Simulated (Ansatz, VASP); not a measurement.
## Two plane-wave programs on BeZn3Se4

```
CELL_PARAMETERS angstrom
3.94479 0.00000 0.00000
0.00000 7.90548 0.00000
0.00000 0.00000 5.60898
ATOMIC_POSITIONS crystal
Be 0.50000 0.00000 0.50480
Zn 0.00000 0.76240 0.00038
Zn 0.00000 0.23760 0.00038
Zn 0.50000 0.50000 0.49829
Se 0.50000 0.76672 0.73584
Se 0.00000 0.00000 0.28721
Se 0.50000 0.23328 0.73584
Se 0.00000 0.50000 0.23726
```

Alike in both runs: functional PBE; k mesh 8 × 4 × 6; occupations gaussian, width 0.02 eV; no spin polarisation.

Ansatz relaxed the structure, and its values are those at the end. VASP's run is a single point on that final structure, the one shown.

|  | VASP | Ansatz |
| --- | --- | --- |
| version | VASP 6.6.1 | Ansatz 0.2.0 |
| potentials or method | VASP PAW PBE potentials, release 64 (Be, Zn, Se), cutoff 520 eV | scalar-relativistic, plane waves, PAW |
| valence electrons in the cell | 62 | 102 |

Ansatz gave:

- gap on the k mesh at the Fermi level (eV): 1.65
- least direct gap on the mesh (eV): 1.65
- pressure (GPa): 0.0
- rms of the force components (eV/Å): 0.003

Question: Estimate VASP's values.

Answer: gap on the k mesh at the Fermi level (eV): 1.65; least direct gap on the mesh (eV): 1.65; pressure (GPa): 0.2; rms of the force components (eV/Å): 0.005.

The functional is the same, so the differences come from potentials, cutoffs and numerics. VASP's potentials hold 62 valence electrons a cell and Ansatz's 102, so a difference there can come from the potentials and not from the codes.
